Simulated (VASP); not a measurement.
# SrMg (P4/mmm) in VASP: further runs

SrMg is run at these levels: LDA; tasks: single point.

All numbers are computed with VASP 6.6.1; they aren't measurements. Logs are shortened: lines on timing, memory, paths and dates and some standing lists are left out, and cuts for length are marked.

## 1. The cell of the first run

Symmetry: P4/mmm, No. 123, tetragonal system. Conventional cell: a = 3.900 Å, b = 3.900 Å, c = 3.822 Å, α = 90.00°, β = 90.00°, γ = 90.00°. Within 4.4 Å of Sr (site symmetry 4/mmm) lie 8 Mg at 3.36 Å and 6 Sr at 3.82 to 3.90 Å. Mg (site symmetry 4/mmm) has 8 Sr at 3.36 Å and 6 Mg at 3.82 to 3.90 Å within 4.4 Å.

## 2. Single point, LDA (zz strain of -2 %)

Input file INCAR:

```
  PREC = Accurate
  ENCUT = 520
  EDIFF = 1E-6
  ISMEAR = -1
  SIGMA = 0.05
  LREAL = False
  LASPH = True
  NELM = 80
  ALGO = Normal
  ISIF = 2
  LWAVE = False
  LCHARG = False
  GGA = CA
  NBANDS = 13
```

Input file KPOINTS:

```
regular mesh
0
Gamma
  9 9 9
```

Input file POSCAR:

```
SrMg
1.0
    3.9000000000      0.0000000000      0.0000000000
    0.0000000000      3.9000000000      0.0000000000
    0.0000000000      0.0000000000      3.8220000000
Sr Mg
1 1
Direct
    0.5000000000      0.5000000000      0.5000000000
    0.0000000000      0.0000000000      0.0000000000
```

Potentials or basis: VASP PAW LDA potentials, release 64 (Sr_sv, Mg).

Command:

```bash
cat potpaw_LDA.64/Sr_sv/POTCAR potpaw_LDA.64/Mg/POTCAR > POTCAR
mpirun -np 1 vasp_std > vasp.out
```

OUTCAR:

```text
PREC = Accurate
   ENCUT = 520
   EDIFF = 1E-6
   ISMEAR = -1
   LREAL = False
   LASPH = True
   NELM = 80
   ISIF = 2
   GGA = CA

 ion  position               nearest neighbor table
   1  0.500  0.500  0.500-   2 3.36   2 3.36   2 3.36   2 3.36   2 3.36   2 3.36   2 3.36   2 3.36

   2  0.000  0.000  0.000-   1 3.36   1 3.36   1 3.36   1 3.36   1 3.36   1 3.36   1 3.36   1 3.36

  LATTYP: Found a simple tetragonal cell.
 ALAT       =     3.9000000000
 C/A-ratio  =     0.9800000000

  Lattice vectors:

 A1 = (   3.9000000000,   0.0000000000,   0.0000000000)
 A2 = (   0.0000000000,   3.9000000000,   0.0000000000)
 A3 = (   0.0000000000,   0.0000000000,   3.8220000000)

Analysis of symmetry for initial positions (statically):
=====================================================================
 Subroutine PRICEL returns:
 Original cell was already a primitive cell.

 Routine SETGRP: Setting up the symmetry group for a
 simple tetragonal supercell.

 Subroutine GETGRP returns: Found 16 space group operations
 (whereof 16 operations were pure point group operations)
 out of a pool of 16 trial point group operations.

The static configuration has the point symmetry D_4h.

Analysis of symmetry for dynamics (positions and initial velocities):
=====================================================================
 Subroutine PRICEL returns:
 Original cell was already a primitive cell.

 Routine SETGRP: Setting up the symmetry group for a
 simple tetragonal supercell.

 Subroutine GETGRP returns: Found 16 space group operations
 (whereof 16 operations were pure point group operations)
 out of a pool of 16 trial point group operations.

The dynamic configuration has the point symmetry D_4h.

 Subroutine INISYM returns: Found 16 space group operations
 (whereof 16 operations are pure point group operations),
 and found     1 'primitive' translations

----------------------------------------------------------------------------------------

                                     Primitive cell

  volume of cell :      58.1326

  direct lattice vectors                    reciprocal lattice vectors
     3.900000000  0.000000000  0.000000000     0.256410256  0.000000000  0.000000000
     0.000000000  3.900000000  0.000000000     0.000000000  0.256410256  0.000000000
     0.000000000  0.000000000  3.822000000     0.000000000  0.000000000  0.261643119

  length of vectors
     3.900000000  3.900000000  3.822000000     0.256410256  0.256410256  0.261643119

  position of ions in fractional coordinates (direct lattice)
     0.500000000  0.500000000  0.500000000
     0.000000000  0.000000000  0.000000000

  ion indices of the primitive-cell ions
   primitive index   ion index
                 1           1
                 2           2

----------------------------------------------------------------------------------------

 KPOINTS: regular mesh

Automatic generation of k-mesh.
 Grid dimensions read from file:
 generate k-points for:    9    9    9

 Generating k-lattice:

  Cartesian coordinates                     Fractional coordinates (reciprocal lattice)
     0.028490028  0.000000000  0.000000000     0.111111111  0.000000000  0.000000000
     0.000000000  0.028490028  0.000000000     0.000000000  0.111111111  0.000000000
     0.000000000  0.000000000  0.029071458     0.000000000  0.000000000  0.111111111

  Length of vectors
     0.028490028  0.028490028  0.029071458

  Shift w.r.t. Gamma in fractional coordinates (k-lattice)
     0.000000000  0.000000000  0.000000000

 Subroutine IBZKPT returns following result:
 ===========================================

 Found     75 irreducible k-points:

 Following reciprocal coordinates:
            Coordinates               Weight
  0.000000  0.000000  0.000000      1.000000
  0.111111  0.000000  0.000000      4.000000
  0.222222  0.000000  0.000000      4.000000
  0.333333  0.000000  0.000000      4.000000
  0.444444  0.000000  0.000000      4.000000
  0.111111  0.111111  0.000000      4.000000
[... 16 lines left out ...]
  0.333333  0.111111  0.111111     16.000000
  0.444444  0.111111  0.111111     16.000000
 [... further k-points ...]
   k-points           NKPTS =     75   k-points in BZ     NKDIM =     75   number of bands    NBANDS=     13
   number of dos      NEDOS =    301   number of ions     NIONS =      2
   total plane-waves  NPLWV =  25200
   dimension x,y,z NGX =    30 NGY =   30 NGZ =   28
   dimension x,y,z NGXF=    60 NGYF=   60 NGZF=   56
   ions per type =               1   1
   NGX,Y,Z   is equivalent  to a cutoff of  12.79, 12.79, 12.18 a.u.
   NGXF,Y,Z  is equivalent  to a cutoff of  25.58, 25.58, 24.36 a.u.
 SYSTEM =  unknown system
   PREC   = accura    normal or accurate (medium, high low for compatibility)
   ISTART =      0    job   : 0-new  1-cont  2-samecut
   ICHARG =      2    charge: 1-file 2-atom 10-const
   ISPIN  =      1    spin polarized calculation?
   LNONCOLLINEAR =      F non collinear calculations
   LSORBIT =      F    spin-orbit coupling
   LASPH  =      T    aspherical Exc in radial PAW
   ENCUT  =  520.0 eV  38.22 Ry    6.18 a.u.   7.25  7.25  7.11*2*pi/ulx,y,z
   NELM   =     80;   NELMIN=  2; NELMDL= -5     # of ELM steps
   EDIFF  = 0.1E-05   stopping-criterion for ELM
   LREAL  =      F    real-space projection
[... 7 lines left out ...]
   TEBEG  =    0.0;   TEEND  =   0.0 temperature during run
   PSTRESS=    0.0 pullay stress
   NELECT =      12.0000    total number of electrons
   NUPDOWN=      -1.0000    fix difference up-down
   EMIN   =  10.00;   EMAX   =-10.00  energy-range for DOS
   EFERMI =   0.00;   METHOD = LEGACY
   ISMEAR =    -1;   SIGMA  =   0.05  broadening in eV -4-tet -1-fermi 0-gaus
   EFERMI_NEDOS =   21; number of points for ismear=-14 and -15
   IALGO  =     38    algorithm
   IMIX   =      4    mixing-type and parameters
     AMIX     =   0.40;   BMIX     =  1.00
     AMIX_MAG =   1.60;   BMIX_MAG =  1.00
  volume/ion in A,a.u.               =      29.07       196.15
  Fermi-wavevector in a.u.,A,eV,Ry     =   0.967524  1.828356 12.736462  0.936104
  Thomas-Fermi vector in A             =   2.097417
   LORBIT       =      0    0 simple, 1 ext, 2 COOP (PROOUT), +10 PAW based schemes
   GGA     = CA    functional components
   LHFCALC =     F    Hartree Fock is set to
   AEXX    =    0.0000 exact exchange contribution
   IVDW    =     0    specifies the selected vdW correction
   LEPSILON=     F    determine dielectric tensor
   LRPA    =     F    only Hartree local field effects (RPA)
 non-spin polarized calculation
  energy-cutoff  :      520.00
  volume of cell :       58.13
 maximum number of plane-waves:      1586
 NGX is ok and might be reduce to    30
   NGX = 15   NGY = 15   NGZ = 15

 number of electron      12.0000000 magnetization

 Free energy of the ion-electron system (eV)
  ---------------------------------------------------
  ext. energy  EPLUGINS =         0.00000000
  ---------------------------------------------------
  free energy    TOTEN  =        -3.82079895 eV

  energy without entropy =       -3.80960488  energy(sigma->0) =       -3.81520192

 E-fermi :   2.7055     XC(G=0):  -8.9274

 val. band max:        2.7024353039   @ k =   0.3333   0.2222   0.4444
 cond. band min:       2.7086089032   @ k =   0.4444   0.3333   0.2222
 fundamental gap:      0.0061735994
 Fermi energy:         2.7054573776

 k-point     1 :       0.0000    0.0000    0.0000
  band No.  band energies     occupation
      1     -32.6581      2.00000
      2     -14.7126      2.00000
      3     -14.7126      2.00000
      4     -14.6921      2.00000
      5      -2.5955      2.00000
      6       3.2592      0.00003
      7       3.3111      0.00001
      8       7.1295      0.00000
      9       7.1295      0.00000
     10       7.4899      0.00000
     11       7.7336      0.00000
     12       7.8912      0.00000
     13       7.8912      0.00000

 k-point     2 :       0.1111    0.0000    0.0000
  band No.  band energies     occupation
      1     -32.6559      2.00000
      2     -14.7505      2.00000
      3     -14.7093      2.00000
      4     -14.6888      2.00000
      5      -2.4374      2.00000
      6       3.1691      0.00019
      7       3.3854      0.00000
      8       6.5257      0.00000
      9       6.8149      0.00000
     10       6.9027      0.00000
     11       7.9355      0.00000
     12       8.3694      0.00000
     13       8.5988      0.00000

 k-point     3 :       0.2222    0.0000    0.0000
  band No.  band energies     occupation
      1     -32.6506      2.00000
      2     -14.8447      2.00000
      3     -14.7008      2.00000
      4     -14.6807      2.00000
      5      -1.9825      2.00000
      6       2.6771      1.27653
      7       3.6264      0.00000
      8       5.8160      0.00000
      9       6.0941      0.00000
     10       6.9157      0.00000
     11       8.0530      0.00000
     12       9.1977      0.00000
     13       9.4431      0.00000
[... 305 lines left out ...]
 k-point    23 :       0.3333    0.1111    0.1111
  band No.  band energies     occupation
      1     -32.6398      2.00000
      2     -14.9374      2.00000
      3     -14.7230      2.00000
      4     -14.7097      2.00000
      5      -1.0247      2.00000
      6       1.9246      2.00000
      7       3.8388      0.00000
      8       5.0425      0.00000
      9       5.2676      0.00000
     10       7.0704      0.00000
     11       8.1883      0.00000
     12       9.8619      0.00000
     13      10.0672      0.00000

 k-point    24 :       0.4444    0.1111    0.1111
  band No.  band energies     occupation
      1     -32.6359      2.00000
      2     -15.0026      2.00000
      3     -14.7160      2.00000
      4     -14.7031      2.00000
      5      -0.1965      2.00000
      6       0.8954      2.00000
      7       4.1834      0.00000
      8       4.6010      0.00000
      9       5.2748      0.00000
     10       7.1810      0.00000
     11       8.9936      0.00000
     12       9.3245      0.00000
     13      10.4338      0.00000

 [... further k-points ...]

------------------------ aborting loop because EDIFF is reached ----------------------------------------

  FORCE on cell =-STRESS in cart. coord.  units (eV):
  Direction    XX          YY          ZZ          XY          YZ          ZX
  --------------------------------------------------------------------------------------
  -------------------------------------------------------------------------------------
  Total        1.4102206      1.4102206      1.5605980      0.0000000     -0.0000000     -0.0000000
  in kB       38.8667078     38.8667078     43.0112159      0.0000000     -0.0000000     -0.0000000
  external PRESSURE =      40.2482105 kB  Pullay stress =       0.0000000 kB

 VOLUME and BASIS-vectors are now :
 -----------------------------------------------------------------------------
  energy-cutoff  :      520.00
  volume of cell :       58.13
      direct lattice vectors                 reciprocal lattice vectors
     3.900000000  0.000000000  0.000000000     0.256410256  0.000000000  0.000000000
     0.000000000  3.900000000  0.000000000     0.000000000  0.256410256  0.000000000
     0.000000000  0.000000000  3.822000000     0.000000000  0.000000000  0.261643119

 POSITION                                       TOTAL-FORCE (eV/Angst)
 -----------------------------------------------------------------------------------
      1.95000      1.95000      1.91100         0.000000      0.000000      0.000000
      0.00000      0.00000      0.00000         0.000000      0.000000      0.000000
 -----------------------------------------------------------------------------------
    total drift:                                0.000000      0.000000      0.000000

  FREE ENERGIE OF THE ION-ELECTRON SYSTEM (eV)
  ---------------------------------------------------
  free  energy   TOTEN  =        -3.8207989543 eV

  energy  without entropy=       -3.8096048787  energy(sigma->0) =       -3.81520192
```

Run time: 28 s. Hardware: 1 thread of Intel Xeon 6975P-C (Granite Rapids), shared host; peak memory 0.19 GiB.

What came out:

```
Free energy            : -3.8208 eV
Pressure               : 4.0 GPa
Band gap on the k mesh : zero (bands 6 and 7 overlap by 1.35 eV)
```

Caveat: the cell differs from its parent crystal (zz strain of -2 %); the cell stands under pressure.

(Continued in part 2 of 2.)
